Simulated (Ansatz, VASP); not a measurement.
Pd3I: VASP beside Ansatz

```
I Pd
1.0
    -2.14695    2.14695    3.87591
     2.14695   -2.14695    3.87591
     2.14695    2.14695   -3.87591
I Pd
1 3
Direct
  0.00000 0.00000 0.00000
  0.50000 0.50000 0.00000
  0.25000 0.75000 0.50000
  0.75000 0.25000 0.50000
```

Alike in both runs: functional PBE; k mesh 9 × 9 × 9; occupations fermi-dirac, width 0.05 eV; no spin polarisation; Hubbard terms Pd d U = 6.0 eV.

```csv
,VASP,Ansatz
version,VASP 6.6.1,Ansatz 0.2.0
potentials or method,"VASP PAW PBE potentials, release 64 (I, Pd)",Ansatz PAW
plane-wave cutoff (eV),520,420
valence electrons in the cell,37,71
task,single point,band structure
```

Ansatz gave:

- gap on the k mesh at the Fermi level (eV): none
- pressure (GPa): 0.8
- traceless stress, the component that is largest in VASP (GPa): 1.03

**Question.** Which values does VASP return?

**Answer.** gap on the k mesh at the Fermi level (eV): none; pressure (GPa): -8.2; traceless stress, the component that is largest in VASP (GPa): -0.02.

The programs project onto different local orbitals, so the same U acts differently, and such runs can settle in different states. A gap of «none» marks a metal or a gap that the smearing closes. VASP's potentials hold 37 valence electrons a cell and Ansatz's 71, so a difference there can come from the potentials and not from the codes.

Spin-orbit coupling is off throughout.
